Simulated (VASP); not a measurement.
# ZrC (F-43m) in VASP: a series of runs, part 2 of 2

VASP 6.6.1. The steps go on from the part before.

### Step 3. Single point, r2SCAN

The input, POSCAR:

```
ZrC
1.0
    0.0000000000      2.5455200000      2.5455200000
    2.5455200000      0.0000000000      2.5455200000
    2.5455200000      2.5455200000      0.0000000000
Zr C
1 1
Direct
    0.5000000000      0.5000000000      0.5000000000
    0.7500000000      0.7500000000      0.7500000000
```

The input, INCAR.step1:

```
PREC = Accurate ; ENCUT = 520
ISMEAR = -1 ; SIGMA = 0.05
LREAL = F ; LASPH = T
NELM = 60 ; NBANDS = 15
GGA = PE ; ALGO = Normal
EDIFF = 1E-4 ; LWAVE = T
LCHARG = F
```

The input, INCAR.step2:

```
PREC = Accurate ; ENCUT = 520
EDIFF = 1E-6 ; ISMEAR = -1
SIGMA = 0.05 ; LREAL = F
LASPH = T ; NELM = 60
ALGO = Normal ; ISIF = 2
LWAVE = F ; LCHARG = T
METAGGA = R2SCAN ; LMIXTAU = T
LELF = T ; LVHAR = T
NBANDS = 15 ; ISTART = 1
```

The input, KPOINTS:

```
regular mesh
0
Gamma
  5 5 5
```

Potentials or basis: VASP PAW PBE potentials, release 64 (Zr_sv, C).

Command:

```
cat potpaw_PBE.64/Zr_sv/POTCAR potpaw_PBE.64/C/POTCAR > POTCAR
cp INCAR.step1 INCAR
mpirun -np 1 vasp_std > vasp.out
cp INCAR.step2 INCAR
mpirun -np 1 vasp_std > vasp.out
```

OUTCAR:

```text
PREC = Accurate
   ENCUT = 520
   EDIFF = 1E-6
   ISMEAR = -1
   LREAL = F
   LASPH = T
   NELM = 60
   ISIF = 2
   METAGGA = R2SCAN
   ISTART = 1

 ion  position               nearest neighbor table
   1  0.500  0.500  0.500-   2 2.20   2 2.20   2 2.20   2 2.20
   2  0.750  0.750  0.750-   1 2.20   1 2.20   1 2.20   1 2.20

  LATTYP: Found a face centered cubic cell.
 ALAT       =     5.0910400000

  Lattice vectors:

 A1 = (   0.0000000000,   2.5455200000,   2.5455200000)
 A2 = (   2.5455200000,   0.0000000000,   2.5455200000)
 A3 = (   2.5455200000,   2.5455200000,   0.0000000000)

Analysis of symmetry for initial positions (statically):
=====================================================================
 Subroutine PRICEL returns:
 Original cell was already a primitive cell.

 Routine SETGRP: Setting up the symmetry group for a
 face centered cubic supercell.

 Subroutine GETGRP returns: Found 24 space group operations
 (whereof 24 operations were pure point group operations)
 out of a pool of 48 trial point group operations.

The static configuration has the point symmetry T_d .

Analysis of symmetry for dynamics (positions and initial velocities):
=====================================================================
 Subroutine PRICEL returns:
 Original cell was already a primitive cell.

 Routine SETGRP: Setting up the symmetry group for a
 face centered cubic supercell.

 Subroutine GETGRP returns: Found 24 space group operations
 (whereof 24 operations were pure point group operations)
 out of a pool of 48 trial point group operations.

The dynamic configuration has the point symmetry T_d .

 Subroutine INISYM returns: Found 24 space group operations
 (whereof 24 operations are pure point group operations),
 and found     1 'primitive' translations

----------------------------------------------------------------------------------------

                                     Primitive cell

  volume of cell :      32.9883

  direct lattice vectors                    reciprocal lattice vectors
     0.000000000  2.545520000  2.545520000    -0.196423521  0.196423521  0.196423521
     2.545520000  0.000000000  2.545520000     0.196423521 -0.196423521  0.196423521
     2.545520000  2.545520000  0.000000000     0.196423521  0.196423521 -0.196423521

  length of vectors
     3.599908907  3.599908907  3.599908907     0.340215517  0.340215517  0.340215517

  position of ions in fractional coordinates (direct lattice)
     0.500000000  0.500000000  0.500000000
     0.750000000  0.750000000  0.750000000

  ion indices of the primitive-cell ions
   primitive index   ion index
                 1           1
                 2           2

----------------------------------------------------------------------------------------

 KPOINTS: regular mesh

Automatic generation of k-mesh.
 Grid dimensions read from file:
 generate k-points for:    5    5    5

 Generating k-lattice:

  Cartesian coordinates                     Fractional coordinates (reciprocal lattice)
[... 22 lines left out ...]
 -0.400000  0.200000  0.000000     24.000000
 -0.200000  0.200000  0.000000     12.000000
  0.400000  0.400000  0.000000      6.000000
 -0.400000  0.400000  0.000000     12.000000
 -0.400000  0.400000  0.200000     24.000000
   k-points           NKPTS =     10   k-points in BZ     NKDIM =     10   number of bands    NBANDS=     15
   number of dos      NEDOS =    301   number of ions     NIONS =      2
   total plane-waves  NPLWV =  21952
   dimension x,y,z NGX =    28 NGY =   28 NGZ =   28
   dimension x,y,z NGXF=    56 NGYF=   56 NGZF=   56
   ions per type =               1   1
   NGX,Y,Z   is equivalent  to a cutoff of  12.93, 12.93, 12.93 a.u.
   NGXF,Y,Z  is equivalent  to a cutoff of  25.86, 25.86, 25.86 a.u.
 SYSTEM =  unknown system
   PREC   = accura    normal or accurate (medium, high low for compatibility)
   ISTART =      1    job   : 0-new  1-cont  2-samecut
   ICHARG =      0    charge: 1-file 2-atom 10-const
   ISPIN  =      1    spin polarized calculation?
   LNONCOLLINEAR =      F non collinear calculations
   LSORBIT =      F    spin-orbit coupling
   LASPH  =      T    aspherical Exc in radial PAW
   ENCUT  =  520.0 eV  38.22 Ry    6.18 a.u.   6.69  6.69  6.69*2*pi/ulx,y,z
   NELM   =     60;   NELMIN=  2; NELMDL=  0     # of ELM steps
   EDIFF  = 0.1E-05   stopping-criterion for ELM
   LREAL  =      F    real-space projection
   EDIFFG = 0.1E-04   stopping-criterion for IOM
   NSW    =      0    number of steps for IOM
   IBRION =     -1    ionic relax: 0-MD 1-quasi-New 2-CG
   NFREE  =      0    steps in history (QN), initial steepest desc. (CG)
   ISIF   =      2    stress and relaxation
   ISYM   =      2    0-nonsym 1-usesym 2-fastsym
   POTIM  = 0.5000    time-step for ionic-motion
   TEBEG  =    0.0;   TEEND  =   0.0 temperature during run
   PSTRESS=    0.0 pullay stress
   NELECT =      16.0000    total number of electrons
   NUPDOWN=      -1.0000    fix difference up-down
   EMIN   =  10.00;   EMAX   =-10.00  energy-range for DOS
   EFERMI =   0.00;   METHOD = LEGACY
   ISMEAR =    -1;   SIGMA  =   0.05  broadening in eV -4-tet -1-fermi 0-gaus
   EFERMI_NEDOS =   21; number of points for ismear=-14 and -15
   IALGO  =     38    algorithm
   IMIX   =      4    mixing-type and parameters
     AMIX     =   0.40;   BMIX     =  1.00
     AMIX_MAG =   1.60;   BMIX_MAG =  1.00
  volume/ion in A,a.u.               =      16.49       111.31
  Fermi-wavevector in a.u.,A,eV,Ry     =   1.286259  2.430676 22.510313  1.654461
  Thomas-Fermi vector in A             =   2.418344
   LORBIT       =      0    0 simple, 1 ext, 2 COOP (PROOUT), +10 PAW based schemes
   METAGGA = R2SCAN    functional components
   LHFCALC =     F    Hartree Fock is set to
   AEXX    =    0.0000 exact exchange contribution
   IVDW    =     0    specifies the selected vdW correction
   LEPSILON=     F    determine dielectric tensor
   LRPA    =     F    only Hartree local field effects (RPA)
 non-spin polarized calculation
  energy-cutoff  :      520.00
  volume of cell :       32.99
 maximum number of plane-waves:       899
   NGX = 13   NGY = 13   NGZ = 13

 number of electron      16.0000001 magnetization

 Free energy of the ion-electron system (eV)
  ---------------------------------------------------
  ext. energy  EPLUGINS =         0.00000000
  ---------------------------------------------------
  free energy    TOTEN  =       -33.49486619 eV

  energy without entropy =      -33.49485336  energy(sigma->0) =      -33.49485978

 E-fermi :   6.7385     XC(G=0): -11.2999

 val. band max:        6.2042185374   @ k =  -0.4000   0.4000   0.0000
 cond. band min:       7.2277276873   @ k =  -0.4000   0.4000   0.0000
 fundamental gap:      1.0235091499
 Fermi energy:         6.7385450463

 k-point     1 :       0.0000    0.0000    0.0000
  band No.  band energies     occupation
      1     -43.1029      2.00000
      2     -20.3082      2.00000
      3     -20.3082      2.00000
      4     -20.3082      2.00000
      5      -3.9467      2.00000
      6       4.1209      2.00000
      7       4.1209      2.00000
      8       4.1209      2.00000
      9       9.8822      0.00000
     10       9.8822      0.00000
     11      10.3088      0.00000
     12      15.4123      0.00000
     13      15.4123      0.00000
     14      15.4124      0.00000
[... 149 lines left out ...]
      2     -20.6731      2.00000
      3     -20.5339      2.00000
      4     -20.4431      2.00000
      5      -2.3587      2.00000
      6       3.7464      2.00000
      7       4.9397      2.00000
      8       6.1752      1.99997
      9       7.8114      0.00000
     10       9.9026      0.00000
     11      11.4340      0.00000
     12      12.9878      0.00000
     13      14.3986      0.00000
     14      17.9164      0.00000
     15      18.8071      0.00000

------------------------ aborting loop because EDIFF is reached ----------------------------------------

  FORCE on cell =-STRESS in cart. coord.  units (eV):
  Direction    XX          YY          ZZ          XY          YZ          ZX
  --------------------------------------------------------------------------------------
  -------------------------------------------------------------------------------------
  Total        0.0621715      0.0621715      0.0621715      0.0000000      0.0000000      0.0000000
  in kB        3.0195521      3.0195521      3.0195521      0.0000000      0.0000000      0.0000000
  external PRESSURE =       3.0195521 kB  Pullay stress =       0.0000000 kB

 VOLUME and BASIS-vectors are now :
 -----------------------------------------------------------------------------
  energy-cutoff  :      520.00
  volume of cell :       32.99
      direct lattice vectors                 reciprocal lattice vectors
     0.000000000  2.545520000  2.545520000    -0.196423521  0.196423521  0.196423521
     2.545520000  0.000000000  2.545520000     0.196423521 -0.196423521  0.196423521
     2.545520000  2.545520000  0.000000000     0.196423521  0.196423521 -0.196423521

 POSITION                                       TOTAL-FORCE (eV/Angst)
 -----------------------------------------------------------------------------------
      2.54552      2.54552      2.54552        -0.000000      0.000000     -0.000000
      3.81828      3.81828      3.81828         0.000000     -0.000000      0.000000
 -----------------------------------------------------------------------------------
    total drift:                                0.000000      0.000000      0.000000

  FREE ENERGIE OF THE ION-ELECTRON SYSTEM (eV)
  ---------------------------------------------------
  free  energy   TOTEN  =       -33.4948661931 eV

  energy  without entropy=      -33.4948533601  energy(sigma->0) =      -33.49485978
```

Wall time 29 s (1 thread of Intel Xeon 8259CL, shared host); peak memory 0.16 GiB.

Results:

```yaml
Free_energy: -33.4949 eV
Pressure: 0.3 GPa
Band_gap_on_the_k_mesh: 1.02 eV
```

Caveat: the k points lie up to 0.43 Å⁻¹ apart; the PAW data sets were made with another functional, which shifts forces and pressure a little; an odd mesh through Γ misses points on the zone boundary, where band edges can lie.
